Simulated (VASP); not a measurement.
Wanted: the native input for a VASP 6.6.1 run.

```
Task                   : single point
Functional             : PBE
Potentials or basis    : VASP PAW PBE potentials, release 64 (Ni, Al)
Cutoff                 : 520 eV
k mesh                 : 13 × 9 × 9
Occupations            : fermi-dirac, width 0.1 eV
Spin                   : no spin polarisation
Dipole correction      : no
Further INCAR settings : ALGO = Normal; EDIFF = 1e-06; NBANDS = 21
```

The structure of AlNi (CsCl type) lies in POSCAR:

```
AlNi
1.0
    0.0000000000      0.0000000000      2.8935740684
    2.8935740684     -2.8935740684      0.0000000000
    2.8935740684      2.8935740684      0.0000000000
Ni Al
2 2
Direct
    0.0000000000      0.0000000000      0.0000000000
    0.0000000000      0.5000000000      0.5000000000
    0.5000000000      0.5000000000      0.0000000000
    0.5000000000      0.0000000000      0.5000000000
```

One way to write it, as run:

INCAR

```
SYSTEM = AlNi
PREC = Accurate
ENCUT = 520
EDIFF = 1E-6
ISMEAR = -1
SIGMA = 0.1
LREAL = .FALSE.
LASPH = .TRUE.
NELM = 100
ALGO = Normal
ISIF = 2
LWAVE = .FALSE.
LCHARG = .FALSE.
GGA = PE
NBANDS = 21
```

KPOINTS

```
Automatic mesh
0
G
  13 9 9
  0 0 0
```

Potentials or basis: VASP PAW PBE potentials, release 64 (Ni, Al).

Launch:

```console
$ cat potpaw_PBE.64/Ni/POTCAR potpaw_PBE.64/Al/POTCAR > POTCAR
$ mpirun -np 1 vasp_std > vasp.out
```

Results of the run:

```yaml
Pressure: 0.0 GPa
Band_gap_on_the_k_mesh: zero (band 13 reaches 11.73 eV, above the bottom of band 14 at 8.93 eV)
```

Wall time 33 s on 1 thread of Intel(R) Xeon(R) 6975P-C (Granite Rapids) (shared host), peak memory 0.21 GiB.
